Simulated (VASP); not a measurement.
Runs of VASP 6.6.1 on NaCl. The structure is that of space group Pm-3m (No. 221), or close to it. The cells are those of the table. 

| task | cell | cutoff (eV) | gap on the mesh (eV) | pressure (GPa) |
| --- | --- | --- | --- | --- |
| single point | a = 2.879 Å, 2 atoms | 500 | 4.49 | 60.2 |
| single point | a = 2.860 Å, 2 atoms | 520 | 4.42 | 65.1 |
| single point | a = 2.860 Å, angles 89.4°, 2 atoms | 520 | 4.42 | 65.2 |
| single point | a = 2.889, b = 2.889, c = 2.860 Å, 2 atoms | 520 | 4.40 | 60.2 |
| single point | a = 2.888 Å, 2 atoms | 500 | (c) | 57.9 |
| single point | a = 2.860, b = 2.860, c = 2.946 Å, 2 atoms | 520 | 4.39 | 58.0 |
| electric field gradients | a = 2.860, b = 2.860, c = 2.774 Å, 2 atoms | 520 | 4.00 | 73.5 |
| single point | a = 2.860, b = 2.860, c = 2.774 Å, 2 atoms | 520 | 4.00 | 73.4 |
| single point | a = 2.802 Å, 2 atoms | 520 | 4.15 | 82.7 |
| single point | a = 2.898 Å, 2 atoms | 500 | 4.57 | (a) |
| single point | a = 2.831 Å, 2 atoms | 500 | 4.29 | (b) |
| single point | a = 2.821 Å, 2 atoms | 500 | 4.25 | 76.3 |

Alike in all rows: level PBE; potentials or basis VASP PAW PBE potentials, release 64 (Na_pv, Cl); no spin polarisation; k mesh 8 × 8 × 8; smearing fermi-dirac 0.02 eV.

Fill in the values left out.

(a) 55.7; (b) 73.3; (c) 4.53.

A k mesh can miss the band edges.
